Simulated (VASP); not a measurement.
# C (Fd-3m) in VASP: settings compared

C is run at these levels: PBE, r2SCAN; tasks: single point.

Everything below comes from runs of VASP 6.6.1. Logs are shortened: lines on timing, memory, paths and dates and some standing lists are left out, and cuts for length are marked.

### Step 1. The cell of the first run

The structure is cubic, space group Fd-3m (No. 227). Conventional cell: a = 3.667 Å, b = 3.667 Å, c = 3.667 Å, α = 90.00°, β = 90.00°, γ = 90.00°. C (site symmetry -43m) has 4 C at 1.59 Å within 2.1 Å.

### Step 2. Single point, PBE (strain +3.0%)

Contents of INCAR:

```
ALGO = Normal
EDIFF = 1E-6
ENCUT = 520
GGA = PE
ISIF = 2
ISMEAR = -1
LASPH = T
LCHARG = F
LREAL = F
LWAVE = F
NBANDS = 11
NELM = 60
PREC = Accurate
SIGMA = 0.02
```

Contents of KPOINTS:

```
k-points
0
Gamma
  12 12 12
```

Contents of POSCAR:

```
C
1.0
    0.0000000000      1.8335278668      1.8335278668
    1.8335278668      0.0000000000      1.8335278668
    1.8335278668      1.8335278668      0.0000000000
C
2
Direct
    0.0000000000      0.0000000000      0.0000000000
    0.2500000000      0.2500000000      0.2500000000
```

Potentials or basis: VASP PAW PBE potentials, release 64 (C).

Command:

```
$ cat potpaw_PBE.64/C/POTCAR > POTCAR
$ mpirun -np 1 vasp_std > vasp.out
```

OUTCAR:

```text
EDIFF = 1E-6
   ENCUT = 520
   GGA = PE
   ISIF = 2
   ISMEAR = -1
   LASPH = T
   LREAL = F
   NELM = 60
   PREC = Accurate

 ion  position               nearest neighbor table
   1  0.000  0.000  0.000-   2 1.59   2 1.59   2 1.59   2 1.59
   2  0.250  0.250  0.250-   1 1.59   1 1.59   1 1.59   1 1.59

  LATTYP: Found a face centered cubic cell.
 ALAT       =     3.6670557336

  Lattice vectors:

 A1 = (   0.0000000000,   1.8335278668,   1.8335278668)
 A2 = (   1.8335278668,   0.0000000000,   1.8335278668)
 A3 = (   1.8335278668,   1.8335278668,   0.0000000000)

Analysis of symmetry for initial positions (statically):
=====================================================================
 Subroutine PRICEL returns:
 Original cell was already a primitive cell.

 Routine SETGRP: Setting up the symmetry group for a
 face centered cubic supercell.

 Subroutine GETGRP returns: Found 48 space group operations
 (whereof 24 operations were pure point group operations)
 out of a pool of 48 trial point group operations.

The static configuration has the point symmetry T_d .
 The point group associated with its full space group is O_h .

Analysis of symmetry for dynamics (positions and initial velocities):
=====================================================================
 Subroutine PRICEL returns:
 Original cell was already a primitive cell.

 Routine SETGRP: Setting up the symmetry group for a
 face centered cubic supercell.

 Subroutine GETGRP returns: Found 48 space group operations
 (whereof 24 operations were pure point group operations)
 out of a pool of 48 trial point group operations.

The dynamic configuration has the point symmetry T_d .
 The point group associated with its full space group is O_h .

 Subroutine INISYM returns: Found 48 space group operations
 (whereof 24 operations are pure point group operations),
 and found     1 'primitive' translations

----------------------------------------------------------------------------------------

                                     Primitive cell

  volume of cell :      12.3280

  direct lattice vectors                    reciprocal lattice vectors
     0.000000000  1.833527867  1.833527867    -0.272698337  0.272698337  0.272698337
     1.833527867  0.000000000  1.833527867     0.272698337 -0.272698337  0.272698337
     1.833527867  1.833527867  0.000000000     0.272698337  0.272698337 -0.272698337

  length of vectors
     2.592999976  2.592999976  2.592999976     0.472327375  0.472327375  0.472327375

  position of ions in fractional coordinates (direct lattice)
     0.000000000  0.000000000  0.000000000
     0.250000000  0.250000000  0.250000000

  ion indices of the primitive-cell ions
   primitive index   ion index
                 1           1
                 2           2

----------------------------------------------------------------------------------------

 KPOINTS: k-points

Automatic generation of k-mesh.
 Grid dimensions read from file:
 generate k-points for:   12   12   12

 Generating k-lattice:

  Cartesian coordinates                     Fractional coordinates (reciprocal lattice)
    -0.022724861  0.022724861  0.022724861     0.083333333  0.000000000  0.000000000
     0.022724861 -0.022724861  0.022724861     0.000000000  0.083333333  0.000000000
     0.022724861  0.022724861 -0.022724861     0.000000000  0.000000000  0.083333333

  Length of vectors
     0.039360615  0.039360615  0.039360615

  Shift w.r.t. Gamma in fractional coordinates (k-lattice)
     0.000000000  0.000000000  0.000000000

 Subroutine IBZKPT returns following result:
 ===========================================

 Found     72 irreducible k-points:

 Following reciprocal coordinates:
            Coordinates               Weight
  0.000000  0.000000  0.000000      1.000000
  0.083333  0.000000  0.000000      8.000000
  0.166667  0.000000  0.000000      8.000000
  0.250000  0.000000  0.000000      8.000000
  0.333333  0.000000  0.000000      8.000000
  0.416667  0.000000  0.000000      8.000000
[... 16 lines left out ...]
  0.500000  0.166667  0.000000     24.000000
 -0.416667  0.166667  0.000000     24.000000
 [... further k-points ...]
   k-points           NKPTS =     72   k-points in BZ     NKDIM =     72   number of bands    NBANDS=     11
   number of dos      NEDOS =    301   number of ions     NIONS =      2
   total plane-waves  NPLWV =   8000
   dimension x,y,z NGX =    20 NGY =   20 NGZ =   20
   dimension x,y,z NGXF=    40 NGYF=   40 NGZF=   40
   ions per type =               2
   NGX,Y,Z   is equivalent  to a cutoff of  12.82, 12.82, 12.82 a.u.
   NGXF,Y,Z  is equivalent  to a cutoff of  25.65, 25.65, 25.65 a.u.
 SYSTEM =  unknown system
   PREC   = accura    normal or accurate (medium, high low for compatibility)
   ISTART =      0    job   : 0-new  1-cont  2-samecut
   ICHARG =      2    charge: 1-file 2-atom 10-const
   ISPIN  =      1    spin polarized calculation?
   LNONCOLLINEAR =      F non collinear calculations
   LSORBIT =      F    spin-orbit coupling
   LASPH  =      T    aspherical Exc in radial PAW
   ENCUT  =  520.0 eV  38.22 Ry    6.18 a.u.   4.82  4.82  4.82*2*pi/ulx,y,z
   NELM   =     60;   NELMIN=  2; NELMDL= -5     # of ELM steps
   EDIFF  = 0.1E-05   stopping-criterion for ELM
   LREAL  =      F    real-space projection
   EDIFFG = 0.1E-04   stopping-criterion for IOM
   NSW    =      0    number of steps for IOM
   IBRION =     -1    ionic relax: 0-MD 1-quasi-New 2-CG
   NFREE  =      0    steps in history (QN), initial steepest desc. (CG)
   ISIF   =      2    stress and relaxation
   ISYM   =      2    0-nonsym 1-usesym 2-fastsym
   POTIM  = 0.5000    time-step for ionic-motion
   TEBEG  =    0.0;   TEEND  =   0.0 temperature during run
   PSTRESS=    0.0 pullay stress
   NELECT =       8.0000    total number of electrons
   NUPDOWN=      -1.0000    fix difference up-down
   EMIN   =  10.00;   EMAX   =-10.00  energy-range for DOS
   EFERMI =   0.00;   METHOD = LEGACY
   ISMEAR =    -1;   SIGMA  =   0.02  broadening in eV -4-tet -1-fermi 0-gaus
   EFERMI_NEDOS =   21; number of points for ismear=-14 and -15
   IALGO  =     38    algorithm
   IMIX   =      4    mixing-type and parameters
     AMIX     =   0.40;   BMIX     =  1.00
     AMIX_MAG =   1.60;   BMIX_MAG =  1.00
  volume/ion in A,a.u.               =       6.16        41.60
  Fermi-wavevector in a.u.,A,eV,Ry     =   1.417340  2.678384 27.332092  2.008852
  Thomas-Fermi vector in A             =   2.538580
   LORBIT       =      0    0 simple, 1 ext, 2 COOP (PROOUT), +10 PAW based schemes
   GGA     = PE    functional components
   LHFCALC =     F    Hartree Fock is set to
   AEXX    =    0.0000 exact exchange contribution
   IVDW    =     0    specifies the selected vdW correction
   LEPSILON=     F    determine dielectric tensor
   LRPA    =     F    only Hartree local field effects (RPA)
 non-spin polarized calculation
  energy-cutoff  :      520.00
  volume of cell :       12.33
 maximum number of plane-waves:       343
   NGX =  9   NGY =  9   NGZ =  9

 number of electron       8.0000002 magnetization

 Free energy of the ion-electron system (eV)
  ---------------------------------------------------
  ext. energy  EPLUGINS =         0.00000000
  ---------------------------------------------------
  free energy    TOTEN  =       -18.09795000 eV

  energy without entropy =      -18.09795000  energy(sigma->0) =      -18.09795000

 E-fermi :   8.9212     XC(G=0): -12.8370

 val. band max:        8.5628475419   @ k =   0.0000   0.0000   0.0000
 cond. band min:      12.5304492271   @ k =   0.3333   0.3333   0.0000
 fundamental gap:      3.9676016853
 Fermi energy:         8.9212247014

 k-point     1 :       0.0000    0.0000    0.0000
  band No.  band energies     occupation
      1     -11.8282      2.00000
      2       8.5628      2.00000
      3       8.5628      2.00000
      4       8.5628      2.00000
      5      13.9247      0.00000
      6      13.9247      0.00000
      7      13.9247      0.00000
      8      20.0410      0.00000
      9      26.8296      0.00000
     10      34.2060      0.00000
     11      34.2060      0.00000

 k-point     2 :       0.0833    0.0000    0.0000
  band No.  band energies     occupation
      1     -11.6467      2.00000
      2       7.4133      2.00000
      3       8.2692      2.00000
      4       8.2692      2.00000
      5      14.3098      0.00000
      6      14.3098      0.00000
      7      14.5430      0.00000
      8      20.2636      0.00000
      9      27.1405      0.00000
     10      32.2277      0.00000
     11      32.2277      0.00000

 k-point     3 :       0.1667    0.0000    0.0000
  band No.  band energies     occupation
      1     -11.1048      2.00000
      2       5.0273      2.00000
      3       7.6255      2.00000
      4       7.6255      2.00000
      5      15.1565      0.00000
      6      15.1565      0.00000
      7      15.4209      0.00000
      8      20.9213      0.00000
      9      27.7992      0.00000
     10      30.7239      0.00000
     11      30.7239      0.00000

 k-point     4 :       0.2500    0.0000    0.0000
  band No.  band energies     occupation
      1     -10.2121      2.00000
      2       2.3507      2.00000
      3       6.9557      2.00000
      4       6.9557      2.00000
      5      15.9374      0.00000
      6      15.9652      0.00000
      7      15.9652      0.00000
      8      21.8554      0.00000
      9      28.2225      0.00000
     10      30.2998      0.00000
     11      30.2998      0.00000
[... 239 lines left out ...]
 k-point    22 :       0.4167    0.1667    0.0000
  band No.  band energies     occupation
      1      -7.9102      2.00000
      2      -0.6639      2.00000
      3       4.5351      2.00000
      4       4.8307      2.00000
      5      14.9166      0.00000
      6      18.6633      0.00000
      7      18.9350      0.00000
      8      20.5882      0.00000
      9      28.6021      0.00000
     10      29.6184      0.00000
     11      34.8412      0.00000

 k-point    23 :       0.5000    0.1667    0.0000
  band No.  band energies     occupation
      1      -6.4697      2.00000
      2      -2.7245      2.00000
      3       3.8728      2.00000
      4       4.9069      2.00000
      5      15.3230      0.00000
      6      18.7112      0.00000
      7      18.7439      0.00000
      8      22.0345      0.00000
      9      27.7332      0.00000
     10      30.8956      0.00000
     11      34.0317      0.00000

 k-point    24 :      -0.4167    0.1667    0.0000
  band No.  band energies     occupation
      1      -6.1007      2.00000
      2      -3.1741      2.00000
      3       3.4277      2.00000
      4       5.2530      2.00000
      5      15.7191      0.00000
      6      18.2614      0.00000
      7      18.7390      0.00000
      8      23.0149      0.00000
      9      27.1016      0.00000
     10      31.6357      0.00000
     11      31.8508      0.00000

 [... further k-points ...]

------------------------ aborting loop because EDIFF is reached ----------------------------------------

  FORCE on cell =-STRESS in cart. coord.  units (eV):
  Direction    XX          YY          ZZ          XY          YZ          ZX
  --------------------------------------------------------------------------------------
  -------------------------------------------------------------------------------------
  Total       -2.2445855     -2.2445855     -2.2445855      0.0000000     -0.0000000      0.0000000
  in kB     -291.7119294   -291.7119294   -291.7119294      0.0000000     -0.0000000      0.0000000
  external PRESSURE =    -291.7119294 kB  Pullay stress =       0.0000000 kB

 VOLUME and BASIS-vectors are now :
 -----------------------------------------------------------------------------
  energy-cutoff  :      520.00
  volume of cell :       12.33
      direct lattice vectors                 reciprocal lattice vectors
     0.000000000  1.833527867  1.833527867    -0.272698337  0.272698337  0.272698337
     1.833527867  0.000000000  1.833527867     0.272698337 -0.272698337  0.272698337
     1.833527867  1.833527867  0.000000000     0.272698337  0.272698337 -0.272698337

 POSITION                                       TOTAL-FORCE (eV/Angst)
 -----------------------------------------------------------------------------------
      0.00000      0.00000      0.00000         0.000000      0.000000      0.000000
      0.91676      0.91676      0.91676        -0.000000     -0.000000     -0.000000
 -----------------------------------------------------------------------------------
    total drift:                                0.000000      0.000000      0.000000

  FREE ENERGIE OF THE ION-ELECTRON SYSTEM (eV)
  ---------------------------------------------------
  free  energy   TOTEN  =       -18.0979499996 eV

  energy  without entropy=      -18.0979499996  energy(sigma->0) =      -18.09795000
```

It took 15 s on 1 thread of AMD EPYC 7R43 (Zen 3), shared host; peak memory 0.08 GiB.

Results:

```yaml
Free_energy: -18.0979 eV
Pressure: -29.2 GPa
Band_gap_on_the_k_mesh: 3.97 eV, indirect (least direct gap 5.36 eV)
```

Caveat: the cell differs from its parent crystal (strain +3.0%). A k mesh can miss the band edges.

### Step 3. Single point, PBE (strain +4.0%)

Contents of INCAR:

```
SYSTEM = C
ALGO = Normal
EDIFF = 1E-6
ENCUT = 520
GGA = PE
ISIF = 2
ISMEAR = -1
LASPH = .True.
LCHARG = .False.
LREAL = .False.
LWAVE = .False.
NBANDS = 11
NELM = 100
PREC = Accurate
SIGMA = 0.02
```

Contents of KPOINTS:

```
k-points
0
Gamma
  12 12 12
  0 0 0
```

Contents of POSCAR:

```
C
1.0
    0.0000000000      1.8513291082      1.8513291082
    1.8513291082      0.0000000000      1.8513291082
    1.8513291082      1.8513291082      0.0000000000
C
2
Direct
    0.0000000000      0.0000000000      0.0000000000
    0.2500000000      0.2500000000      0.2500000000
```

Potentials or basis: VASP PAW PBE potentials, release 64 (C).

Command:

```
$ cat potpaw_PBE.64/C/POTCAR > POTCAR
$ mpirun -np 1 vasp_std > vasp.out
```

Wall time 11 s (1 thread of AMD EPYC 7R43 (Zen 3), shared host); peak memory 0.09 GiB.

The run converged. Its results:

| Property | Result |
| --- | --- |
| Free energy | -18.0222 eV |
| Pressure | -37.9 GPa |
| Band gap on the k mesh | 3.90 eV, indirect (least direct gap 5.28 eV) |

Levels at points of the mesh, in eV from the valence-band top:
```
           k point  band 2  band 3  band 4  band 5  band 6  band 7
(0.00, 0.00, 0.00)    0.00    0.00    0.00    5.28    5.28    5.28
(0.50, 0.00, 0.00)  -12.19   -2.52   -2.52    7.38    7.98    7.98
(0.50, 0.50, 0.00)  -12.01   -5.65   -5.65    4.52    4.52   15.17
```

Caveat: the cell differs from its parent crystal (strain +4.0%). A k mesh can miss the band edges.

### Step 4. Single point, r2SCAN (strain -4.0%)

Contents of POSCAR:

```
C
1.0
    0.0000000000      1.7089191768      1.7089191768
    1.7089191768      0.0000000000      1.7089191768
    1.7089191768      1.7089191768      0.0000000000
C
2
Direct
    0.0000000000      0.0000000000      0.0000000000
    0.2500000000      0.2500000000      0.2500000000
```

Contents of INCAR.step1:

```
SYSTEM = C
PREC = Accurate
ENCUT = 520
ISMEAR = 0
SIGMA = 0.01
LREAL = .FALSE.
LASPH = .TRUE.
NELM = 60
NBANDS = 11
GGA = PE
ALGO = Normal
EDIFF = 1E-4
LWAVE = .TRUE.
LCHARG = .FALSE.
```

Contents of INCAR.step2:

```
SYSTEM = C
PREC = Accurate
ENCUT = 520
EDIFF = 1E-6
ISMEAR = 0
SIGMA = 0.01
LREAL = .FALSE.
LASPH = .TRUE.
NELM = 60
ALGO = Normal
ISIF = 2
LWAVE = .FALSE.
LCHARG = .FALSE.
METAGGA = R2SCAN
LMIXTAU = .TRUE.
NBANDS = 11
ISTART = 1
```

Contents of KPOINTS:

```
regular mesh
0
G
  12 12 12
  0 0 0
```

Potentials or basis: VASP PAW PBE potentials, release 64 (C).

Command:

```
$ cat potpaw_PBE.64/C/POTCAR > POTCAR
$ cp INCAR.step1 INCAR
$ mpirun -np 1 vasp_std > vasp.out
$ cp INCAR.step2 INCAR
$ mpirun -np 1 vasp_std > vasp.out
```

OUTCAR:

```text
SYSTEM = C
   PREC = Accurate
   ENCUT = 520
   EDIFF = 1E-6
   ISMEAR = 0
   LREAL = .FALSE.
   LASPH = .TRUE.
   NELM = 60
   ISIF = 2
   METAGGA = R2SCAN
   ISTART = 1

 ion  position               nearest neighbor table
   1  0.000  0.000  0.000-   2 1.48   2 1.48   2 1.48   2 1.48
   2  0.250  0.250  0.250-   1 1.48   1 1.48   1 1.48   1 1.48

  LATTYP: Found a face centered cubic cell.
 ALAT       =     3.4178383536

  Lattice vectors:

 A1 = (   0.0000000000,   1.7089191768,   1.7089191768)
 A2 = (   1.7089191768,   0.0000000000,   1.7089191768)
 A3 = (   1.7089191768,   1.7089191768,   0.0000000000)

Analysis of symmetry for initial positions (statically):
=====================================================================
 Subroutine PRICEL returns:
 Original cell was already a primitive cell.

 Routine SETGRP: Setting up the symmetry group for a
 face centered cubic supercell.

 Subroutine GETGRP returns: Found 48 space group operations
 (whereof 24 operations were pure point group operations)
[... 175 lines left out ...]
  band No.  band energies     occupation
      1     -12.8849      2.00000
      2      11.6626      2.00000
      3      11.6626      2.00000
      4      11.6626      2.00000
      5      17.8511      0.00000
      6      17.8511      0.00000
      7      17.8511      0.00000
      8      28.6750      0.00000
      9      33.9157      0.00000
     10      40.5249      0.00000
     11      40.5249      0.00000
[... 309 lines left out ...]
 k-point    24 :      -0.4167    0.1667    0.0000
  band No.  band energies     occupation
      1      -5.7230      2.00000
      2      -2.9008      2.00000
      3       5.2598      2.00000
      4       7.3701      2.00000
      5      20.1058      0.00000
      6      23.2793      0.00000
      7      25.1827      0.00000
      8      29.6904      0.00000
      9      33.8800      0.00000
     10      38.4797      0.00000
     11      40.3973      0.00000

 [... further k-points ...]

------------------------ aborting loop because EDIFF is reached ----------------------------------------

  FORCE on cell =-STRESS in cart. coord.  units (eV):
  Direction    XX          YY          ZZ          XY          YZ          ZX
  --------------------------------------------------------------------------------------
  -------------------------------------------------------------------------------------
  Total        4.4001472      4.4001472      4.4001472      0.0000000      0.0000000     -0.0000000
  in kB      706.2902726    706.2902726    706.2902726      0.0000000      0.0000000     -0.0000000
  external PRESSURE =     706.2902726 kB  Pullay stress =       0.0000000 kB

 VOLUME and BASIS-vectors are now :
 -----------------------------------------------------------------------------
  energy-cutoff  :      520.00
  volume of cell :        9.98
      direct lattice vectors                 reciprocal lattice vectors
     0.000000000  1.708919177  1.708919177    -0.292582591  0.292582591  0.292582591
     1.708919177  0.000000000  1.708919177     0.292582591 -0.292582591  0.292582591
     1.708919177  1.708919177  0.000000000     0.292582591  0.292582591 -0.292582591

 POSITION                                       TOTAL-FORCE (eV/Angst)
 -----------------------------------------------------------------------------------
      0.00000      0.00000      0.00000         0.000000      0.000000      0.000000
      0.85446      0.85446      0.85446        -0.000000     -0.000000     -0.000000
 -----------------------------------------------------------------------------------
    total drift:                               -0.000000     -0.000000     -0.000000

  FREE ENERGIE OF THE ION-ELECTRON SYSTEM (eV)
  ---------------------------------------------------
  free  energy   TOTEN  =       -19.3885204612 eV

  energy  without entropy=      -19.3885204612  energy(sigma->0) =      -19.38852046
```

Run time: 41 s. Hardware: 1 thread of AMD EPYC 7R43 (Zen 3), shared host; peak memory 0.08 GiB.

What came out:

```
Free energy            : -19.3885 eV
Pressure               : 70.6 GPa
Band gap on the k mesh : 4.65 eV, indirect (least direct gap 6.19 eV)
```

Levels at points of the mesh, in eV from the valence-band top:
```csv
k point,band 1,band 2,band 3,band 4,band 5,band 6,band 7,band 8
"(0.00, 0.00, 0.00)",-24.55,0.00,0.00,0.00,6.19,6.19,6.19,17.01
"(0.50, 0.00, 0.00)",-17.81,-15.58,-3.34,-3.34,9.41,9.41,11.01,17.92
"(0.50, 0.50, 0.00)",-14.57,-14.57,-7.51,-7.51,5.28,5.28,20.00,20.00
```

Caveat: the cell differs from its parent crystal (strain -4.0%); the PAW data sets were made with another functional, which shifts forces and pressure a little. A k mesh can miss the band edges.

(Continued in part 2 of 2.)
